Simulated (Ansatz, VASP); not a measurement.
**One calculation of SnO2, two programs**

```
Sn O
1.0
     4.91327    0.00000    0.00000
     0.00000    5.49095    0.00000
     0.00000    0.00000    5.43588
Sn O
4 8
Direct
  0.50000 0.66734 0.75000
  0.00000 0.83266 0.25000
  0.50000 0.33266 0.25000
  0.00000 0.16734 0.75000
  0.73093 0.60502 0.07769
  0.23093 0.89498 0.92231
  0.76907 0.89498 0.57769
  0.26907 0.60502 0.42231
  0.73093 0.39498 0.57769
  0.23093 0.10502 0.42231
  0.76907 0.10502 0.07769
  0.26907 0.39498 0.92231
```

Change from the starting cell: volume 12.221 Å^3 an atom, stretch along b over the lengths across it, relative to the relaxed cell 0.9230.

Alike in both runs: task single point; functional LDA; k mesh 6 × 6 × 6; occupations gaussian, width 0.05 eV; no spin polarisation.

|  | VASP | Ansatz |
| --- | --- | --- |
| version | VASP 6.6.1 | Ansatz 0.2.0 |
| potentials or method | VASP PAW LDA potentials, release 64 (Sn_d, O), cutoff 520 eV | scalar-relativistic, plane waves, PAW |
| valence electrons in the cell | 104 | 104 |

```csv
,VASP,Ansatz,Ansatz less VASP
gap on the k mesh at the Fermi level (eV),0.72,0.69,-0.022
least direct gap on the mesh (eV),0.75,0.72,-0.022
pressure (GPa),-9.0,-10.1,-1.08
"traceless stress, the component that is largest in VASP (GPa)",9.35,9.33,-0.019
rms of the force components (eV/Å),0.167,0.169,+0.0019
```

Ansatz warns that its potentials were made for another functional, while VASP's fit it. LDA's correlation is that of Perdew and Zunger in VASP and of Perdew and Wang (1992) in Ansatz. Atom by atom the forces differ by 0.012 eV/Å (rms over components).
